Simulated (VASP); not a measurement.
The system is Cl.

```xyz
8
Lattice="6.1326 0.0000 0.0000 0.0000 6.1326 0.0000 0.0000 0.0000 6.1326" Properties=species:S:1:pos:R:3 pbc="T T T"
Cl    3.0663    3.0663    3.0663
Cl    0.0000    0.0000    0.0000
Cl    1.5331    0.0000    3.0663
Cl    3.0663    1.5331    0.0000
Cl    3.0663    4.5994    0.0000
Cl    4.5994    0.0000    3.0663
Cl    0.0000    3.0663    4.5994
Cl    0.0000    3.0663    1.5331
```

- Program: VASP 6.6.1
- Task: relaxation of cell and atoms
- Functional: PBE
- Potentials or basis: VASP PAW PBE potentials, release 64 (Cl)
- Cutoff: 600 eV
- k mesh: 4 × 4 × 4
- Occupations: gaussian, width 0.1 eV
- Spin: no spin polarisation

At the start: pressure -4.4 GPa; volume 28.83 Å³/atom.

How do energy, volume and symmetry change on relaxing?

Over 6 steps the energy falls by 155.1 meV/atom and the volume is 20.98 Å³/atom (-27.2 %); space group Pm-3n (No. 223, to 0.1 Å) before and after.

The path:
```tsv
step	energy change (eV)	largest force (eV/Å)	pressure (GPa)	volume (Å³)
1	0.0000	0.0000	-4.39	230.64
2	-0.6678	0.0000	-3.89	205.25
3	-0.5839	0.0000	9.28	140.40
4	-1.1733	0.0000	-1.81	178.67
5	-1.2376	0.0000	0.50	165.21
6	-1.2408	0.0000	-0.07	167.87
```

Final structure:
```
CELL_PARAMETERS angstrom
5.51647 0.00000 0.00000
0.00000 5.51647 0.00000
0.00000 0.00000 5.51647
ATOMIC_POSITIONS crystal
Cl 0.50000 0.50000 0.50000
Cl 0.00000 0.00000 0.00000
Cl 0.25000 0.00000 0.50000
Cl 0.50000 0.25000 0.00000
Cl 0.50000 0.75000 0.00000
Cl 0.75000 0.00000 0.50000
Cl 0.00000 0.50000 0.75000
Cl 0.00000 0.50000 0.25000
```

Caveat: the volume moved by over 15 % at a fixed basis, so the end points are rough.
